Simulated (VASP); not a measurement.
Write the native input for VASP 6.6.1 that does the following.

```yaml
Task: single point
Functional: r2SCAN
Potentials_or_basis: VASP PAW PBE potentials, release 64 (Li_sv)
Cutoff: 520 eV
k_mesh: 24 × 24 × 24
Occupations: gaussian, width 0.1 eV
Spin: no spin polarisation
Dipole_correction: no
Further_INCAR_settings: ALGO = Normal; EDIFF = 1e-06; NBANDS = 8
```

Crystal: Li.

```
Li
1.0
    -1.72277    1.70682    1.72363
     1.72277   -1.70682    1.72363
     1.72277    1.70682   -1.72363
Li
1
Cartesian
  1.7228 0.0000 0.0000
```

These files were run (other wordings do the same):

POSCAR

```
Li
1.0
   -1.7227693538      1.7068202646      1.7236276828
    1.7227693538     -1.7068202646      1.7236276828
    1.7227693538      1.7068202646     -1.7236276828
Li
1
Direct
    0.0000000000      0.5000000000      0.5000000000
```

INCAR.step1

```
SYSTEM = Li
ALGO     = Normal         ! electronic algorithm
EDIFF    = 1E-4           ! SCF threshold, eV
ENCUT    = 520            ! plane-wave cutoff, eV
GGA      = PE             ! functional
ISMEAR   = 0              ! smearing method
LASPH    = .TRUE.         ! aspherical terms in the spheres
LCHARG   = .FALSE.        ! write CHGCAR
LREAL    = .FALSE.        ! projectors in reciprocal space
LWAVE    = .TRUE.         ! write WAVECAR
NBANDS   = 8              ! bands
NELM     = 100            ! most SCF steps
PREC     = Accurate       ! precision mode
SIGMA    = 0.1            ! smearing width, eV
```

INCAR.step2

```
SYSTEM = Li
ALGO     = Normal         ! electronic algorithm
EDIFF    = 1E-6           ! SCF threshold, eV
ENCUT    = 520            ! plane-wave cutoff, eV
ISIF     = 2              ! what is computed and relaxed
ISMEAR   = 0              ! smearing method
ISTART   = 1            
LASPH    = .TRUE.         ! aspherical terms in the spheres
LCHARG   = .FALSE.        ! write CHGCAR
LMIXTAU  = .TRUE.       
LREAL    = .FALSE.        ! projectors in reciprocal space
LWAVE    = .FALSE.        ! write WAVECAR
METAGGA  = R2SCAN         ! meta-GGA
NBANDS   = 8              ! bands
NELM     = 100            ! most SCF steps
PREC     = Accurate       ! precision mode
SIGMA    = 0.1            ! smearing width, eV
```

KPOINTS

```
k-points
0
G
  24 24 24
  0 0 0
```

Potentials or basis: VASP PAW PBE potentials, release 64 (Li_sv).

Run with:

```sh
$ cat potpaw_PBE.64/Li_sv/POTCAR > POTCAR
$ cp INCAR.step1 INCAR
$ mpirun -np 1 vasp_std > vasp.out
$ cp INCAR.step2 INCAR
$ mpirun -np 1 vasp_std > vasp.out
```

It gave:

```
Band gap on the k mesh : zero (an odd number of electrons rules out a gap without spin polarisation)
```

It took 8.6 min on 1 thread of AMD EPYC 9R45 96-Core Processor (Zen 5) (shared host), peak memory 0.31 GiB.
